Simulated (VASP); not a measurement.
Crystal: Pd.

```
Pd
1.0
     2.53000    0.00000    0.00000
     0.00000    2.53000    0.00000
     0.00000    0.00000    2.53000
Pd
1
Direct
  0.00000 0.00000 0.00000
```

| Quantity | Value |
| --- | --- |
| Program | VASP 6.6.1 |
| Task | relaxation of cell and atoms |
| Functional | PBE |
| Potentials or basis | VASP PAW PBE potentials, release 64 (Pd) |
| Cutoff | 500 eV |
| k mesh | 9 × 9 × 9 |
| Occupations | fermi-dirac, width 0.05 eV |
| Spin | no spin polarisation |

At the start: pressure 14.9 GPa; volume 16.19 Å³/atom.

Task: How do energy, volume and symmetry change on relaxing?

Result: Over 4 steps the energy falls by 69.6 meV/atom and the volume is 17.85 Å³/atom (+10.2 %); space group Pm-3m (No. 221, to 0.05 Å).

The path:
| step | energy change (eV) | largest force (eV/Å) | pressure (GPa) | volume (Å³) |
| --- | --- | --- | --- | --- |
| 1 | 0.0000 | 0.0000 | 14.86 | 16.19 |
| 2 | 0.0044 | 0.0000 | -9.94 | 19.98 |
| 3 | -0.0696 | 0.0000 | -0.19 | 17.89 |
| 4 | -0.0696 | 0.0000 | 0.03 | 17.85 |

Final structure:
```
Pd
1.0
     2.61363    0.00000    0.00000
     0.00000    2.61363    0.00000
     0.00000    0.00000    2.61363
Pd
1
Cartesian
  0.0000 0.0000 0.0000
```
